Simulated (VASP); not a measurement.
Write the native input for VASP 6.6.1 that does the following.

```
Task                   : single point
Functional             : BLYP
Potentials or basis    : VASP PAW PBE potentials, release 64 (Bi_d)
Cutoff                 : 520 eV
k mesh                 : 7 × 7 × 7
Occupations            : methfessel-paxton, width 0.2 eV
Spin                   : no spin polarisation
Dipole correction      : no
Further INCAR settings : ALGO = Normal; EDIFF = 1e-07; NBANDS = 22
```

The structure of Bi lies in POSCAR:

```
Bi
1.0
    4.7289800500      0.0000000000      0.0000000000
    2.5544916016      3.9796764907      0.0000000000
    2.5544916016      1.3957698552      3.7268822737
Bi
2
Direct
    0.7660000000      0.7660000000      0.7660000000
    0.2340000000      0.2340000000      0.2340000000
```

The input as run:

INCAR

```
PREC     = Accurate       # precision mode
ENCUT    = 520            # plane-wave cutoff, eV
EDIFF    = 1E-7           # SCF threshold, eV
ISMEAR   = 1              # smearing method
SIGMA    = 0.2            # smearing width, eV
LREAL    = False          # projectors in reciprocal space
LASPH    = True           # aspherical terms in the spheres
NELM     = 80             # most SCF steps
ALGO     = Normal         # electronic algorithm
ISIF     = 2              # what is computed and relaxed
LWAVE    = False          # write WAVECAR
LCHARG   = False          # write CHGCAR
GGA      = B5             # functional
ALDAX    = 1.0          
AGGAX    = 1.0          
AGGAC    = 1.0          
ALDAC    = 0.0          
NBANDS   = 22             # bands
```

KPOINTS

```
regular mesh
0
Gamma
  7 7 7
```

Potentials or basis: VASP PAW PBE potentials, release 64 (Bi_d).

Launch:

```bash
$ cat potpaw_PBE.64/Bi_d/POTCAR > POTCAR
$ mpirun -np 1 vasp_std > vasp.out
```

Results of the run:

The pressure is 5.5 GPa. The largest force is 0.233 eV/Å and the band gap on the k mesh is 0.29 eV, indirect (least direct gap 0.57 eV).

Caveat: the PAW data sets were made with another functional, which shifts forces and pressure a little; spin-orbit coupling is left out, which moves the levels of the heavy elements.

Run time: 2.7 min on 1 thread of AMD EPYC 7R13, on a shared host, peak memory 0.19 GiB.
